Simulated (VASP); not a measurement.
# CaO (Fm-3m) in VASP: single point with r2SCAN

Aim: the single point of CaO with r2SCAN.

All numbers are computed with VASP 6.6.1; they aren't measurements. Logs are shortened: lines on timing, memory, paths and dates and some standing lists are left out, and cuts for length are marked.

## 1. The cell of the first run

It takes space group Fm-3m (No. 225, cubic). The conventional cell has a = 4.795 Å, b = 4.795 Å, c = 4.795 Å, α = 90.00°, β = 90.00°, γ = 90.00°. Ca (site symmetry m-3m) has 6 O at 2.40 Å within 3.2 Å. O (site symmetry m-3m) has 6 Ca at 2.40 Å within 3.2 Å.

## 2. Single point, r2SCAN

Input file POSCAR:

```
CaO
1.0
    0.0000000000      2.3974402389      2.3974402389
    2.3974402389      0.0000000000      2.3974402389
    2.3974402389      2.3974402389      0.0000000000
Ca O
1 1
Direct
    0.0000000000      0.0000000000      0.0000000000
    0.5000000000      0.5000000000      0.5000000000
```

Input file INCAR.step1:

```
SYSTEM = CaO
ALGO = Normal
EDIFF = 1E-5
ENCUT = 1480
GGA = PE
GGA_COMPAT = .FALSE.
ISMEAR = 0
LASPH = .TRUE.
LCHARG = .FALSE.
LREAL = .FALSE.
LWAVE = .TRUE.
NBANDS = 15
NELM = 120
PREC = Accurate
SIGMA = 0.01
```

Input file INCAR.step2:

```
SYSTEM = CaO
ALGO = Normal
EDIFF = 1E-6
ENCUT = 1480
GGA_COMPAT = .FALSE.
ISIF = 2
ISMEAR = 0
ISTART = 1
LASPH = .TRUE.
LCHARG = .FALSE.
LMIXTAU = .TRUE.
LREAL = .FALSE.
LWAVE = .FALSE.
METAGGA = R2SCAN
NBANDS = 15
NELM = 120
PREC = Accurate
SIGMA = 0.01
```

Input file KPOINTS:

```
k-points
0
G
  8 8 8
  0 0 0
```

Potentials or basis: VASP PAW PBE potentials, release 64 (Ca_sv, O_h).

Launch:

```bash
cat potpaw_PBE.64/Ca_sv/POTCAR potpaw_PBE.64/O_h/POTCAR > POTCAR
cp INCAR.step1 INCAR
mpirun -np 1 vasp_std > vasp.out
cp INCAR.step2 INCAR
mpirun -np 1 vasp_std > vasp.out
```

OUTCAR:

```text
SYSTEM = CaO
   EDIFF = 1E-6
   ENCUT = 1480
   ISIF = 2
   ISMEAR = 0
   ISTART = 1
   LASPH = .TRUE.
   LREAL = .FALSE.
   METAGGA = R2SCAN
   NELM = 120
   PREC = Accurate

 ion  position               nearest neighbor table
   1  0.000  0.000  0.000-
   2  0.500  0.500  0.500-

  LATTYP: Found a face centered cubic cell.
 ALAT       =     4.7948804778

  Lattice vectors:

 A1 = (   0.0000000000,   2.3974402389,   2.3974402389)
 A2 = (   2.3974402389,   0.0000000000,   2.3974402389)
 A3 = (   2.3974402389,   2.3974402389,   0.0000000000)

Analysis of symmetry for initial positions (statically):
=====================================================================
 Subroutine PRICEL returns:
 Original cell was already a primitive cell.

 Routine SETGRP: Setting up the symmetry group for a
 face centered cubic supercell.

 Subroutine GETGRP returns: Found 48 space group operations
 (whereof 48 operations were pure point group operations)
 out of a pool of 48 trial point group operations.

The static configuration has the point symmetry O_h .

Analysis of symmetry for dynamics (positions and initial velocities):
=====================================================================
 Subroutine PRICEL returns:
 Original cell was already a primitive cell.

 Routine SETGRP: Setting up the symmetry group for a
 face centered cubic supercell.

 Subroutine GETGRP returns: Found 48 space group operations
 (whereof 48 operations were pure point group operations)
 out of a pool of 48 trial point group operations.

The dynamic configuration has the point symmetry O_h .

 Subroutine INISYM returns: Found 48 space group operations
 (whereof 48 operations are pure point group operations),
 and found     1 'primitive' translations

----------------------------------------------------------------------------------------

                                     Primitive cell

  volume of cell :      27.5596

  direct lattice vectors                    reciprocal lattice vectors
     0.000000000  2.397440239  2.397440239    -0.208555772  0.208555772  0.208555772
     2.397440239  0.000000000  2.397440239     0.208555772 -0.208555772  0.208555772
     2.397440239  2.397440239  0.000000000     0.208555772  0.208555772 -0.208555772

  length of vectors
     3.390492501  3.390492501  3.390492501     0.361229193  0.361229193  0.361229193

  position of ions in fractional coordinates (direct lattice)
     0.000000000  0.000000000  0.000000000
     0.500000000  0.500000000  0.500000000

[... 87 lines left out ...]
   NELECT =      16.0000    total number of electrons
   NUPDOWN=      -1.0000    fix difference up-down
   EMIN   =  10.00;   EMAX   =-10.00  energy-range for DOS
   EFERMI =   0.00;   METHOD = LEGACY
   ISMEAR =     0;   SIGMA  =   0.01  broadening in eV -4-tet -1-fermi 0-gaus
   EFERMI_NEDOS =   21; number of points for ismear=-14 and -15
   IALGO  =     38    algorithm
   IMIX   =      4    mixing-type and parameters
     AMIX     =   0.40;   BMIX     =  1.00
     AMIX_MAG =   1.60;   BMIX_MAG =  1.00
  volume/ion in A,a.u.               =      13.78        92.99
  Fermi-wavevector in a.u.,A,eV,Ry     =   1.365705  2.580809 25.376924  1.865151
  Thomas-Fermi vector in A             =   2.491910
   LORBIT       =      0    0 simple, 1 ext, 2 COOP (PROOUT), +10 PAW based schemes
   METAGGA = R2SCAN    functional components
   LHFCALC =     F    Hartree Fock is set to
   AEXX    =    0.0000 exact exchange contribution
   IVDW    =     0    specifies the selected vdW correction
   LEPSILON=     F    determine dielectric tensor
   LRPA    =     F    only Hartree local field effects (RPA)
 non-spin polarized calculation
 Gauss-broadening in eV      SIGMA  =   0.01
  energy-cutoff  :     1480.00
  volume of cell :       27.56
 maximum number of plane-waves:      3591
 NGX is ok and might be reduce to    48
   NGX = 21   NGY = 21   NGZ = 21

 number of electron      16.0000000 magnetization

 Free energy of the ion-electron system (eV)
  ---------------------------------------------------
  ext. energy  EPLUGINS =         0.00000000
  ---------------------------------------------------
  free energy    TOTEN  =       -19.46689375 eV

  energy without entropy =      -19.46689375  energy(sigma->0) =      -19.46689375

 E-fermi :   2.5013     XC(G=0): -11.1147

 val. band max:        2.3310689474   @ k =   0.0000   0.0000   0.0000
 cond. band min:       6.5231405753   @ k =   0.5000   0.5000   0.0000
 fundamental gap:      4.1920716279
 Fermi energy:         2.5012826416

 k-point     1 :       0.0000    0.0000    0.0000
  band No.  band energies     occupation
      1     -36.6924      2.00000
      2     -16.5791      2.00000
      3     -16.5791      2.00000
      4     -16.5791      2.00000
      5     -14.1556      2.00000
      6       2.3311      2.00000
      7       2.3311      2.00000
      8       2.3311      2.00000
      9       7.8205      0.00000
     10       9.2069      0.00000
     11       9.2069      0.00000
     12       9.2069      0.00000
     13      10.8164      0.00000
     14      10.8164      0.00000
[... 401 lines left out ...]
      2     -17.5651      2.00000
      3     -16.8197      2.00000
      4     -16.7057      2.00000
      5     -13.1557      2.00000
      6       0.2966      2.00000
      7       1.2071      2.00000
      8       1.2696      2.00000
      9       9.7425      0.00000
     10       9.8329      0.00000
     11      11.8287      0.00000
     12      12.0609      0.00000
     13      13.3678      0.00000
     14      15.1390      0.00000
     15      17.3042      0.00000

 [... further k-points ...]

------------------------ aborting loop because EDIFF is reached ----------------------------------------

  FORCE on cell =-STRESS in cart. coord.  units (eV):
  Direction    XX          YY          ZZ          XY          YZ          ZX
  --------------------------------------------------------------------------------------
  -------------------------------------------------------------------------------------
  Total        0.1694662      0.1694662      0.1694662      0.0000000      0.0000000      0.0000000
  in kB        9.8519085      9.8519085      9.8519085      0.0000000      0.0000000      0.0000000
  external PRESSURE =       9.8519085 kB  Pullay stress =       0.0000000 kB

 VOLUME and BASIS-vectors are now :
 -----------------------------------------------------------------------------
  energy-cutoff  :     1480.00
  volume of cell :       27.56
      direct lattice vectors                 reciprocal lattice vectors
     0.000000000  2.397440239  2.397440239    -0.208555772  0.208555772  0.208555772
     2.397440239  0.000000000  2.397440239     0.208555772 -0.208555772  0.208555772
     2.397440239  2.397440239  0.000000000     0.208555772  0.208555772 -0.208555772

 POSITION                                       TOTAL-FORCE (eV/Angst)
 -----------------------------------------------------------------------------------
      0.00000      0.00000      0.00000        -0.000000      0.000000     -0.000000
      2.39744      2.39744      2.39744         0.000000     -0.000000      0.000000
 -----------------------------------------------------------------------------------
    total drift:                               -0.000000     -0.000000     -0.000000

  FREE ENERGIE OF THE ION-ELECTRON SYSTEM (eV)
  ---------------------------------------------------
  free  energy   TOTEN  =       -19.4668937509 eV

  energy  without entropy=      -19.4668937509  energy(sigma->0) =      -19.46689375
```

Wall time 4.1 min (1 thread of Intel Xeon Platinum 8259CL at 2.50GHz (Skylake/Cascade Lake), shared host); peak memory 0.41 GiB.

Results:

```
Free energy            : -19.4669 eV
Pressure               : 1.0 GPa
Band gap on the k mesh : 4.19 eV (least direct gap 4.56 eV)
```

Caveat: the PAW data sets were made with another functional, which shifts forces and pressure a little.
